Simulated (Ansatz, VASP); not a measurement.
## LiCl in VASP and in Ansatz

```
Li Cl
1.0
     0.00000    2.56476    2.69941
     2.56476    0.00000    2.69941
     2.56476    2.56476    0.00000
Li Cl
1 1
Direct
  0.00000 0.00000 0.00000
  0.50000 0.50000 0.50000
```

Change from the starting cell: strain +0.0525 x Voigt [0, 0, 1, 0, 0, 0], atoms carried along.

Alike in both runs: task single point; functional PBE; k mesh 8 × 8 × 8; occupations gaussian, width 0.05 eV; no spin polarisation.

|  | VASP | Ansatz |
| --- | --- | --- |
| version | VASP 6.6.1 | Ansatz 0.2.0 |
| potentials or method | VASP PAW PBE potentials, release 64 (Li_sv, Cl), cutoff 520 eV | scalar-relativistic, plane waves, PAW |
| valence electrons in the cell | 10 | 10 |

|  | VASP | Ansatz | Ansatz less VASP |
| --- | --- | --- | --- |
| gap on the k mesh at the Fermi level (eV) | 5.99 | 5.98 | -0.012 |
| least direct gap on the mesh (eV) | 5.99 | 5.98 | -0.012 |

Noted on VASP's run: the cutoff is short for stress, so the pressure is rough.
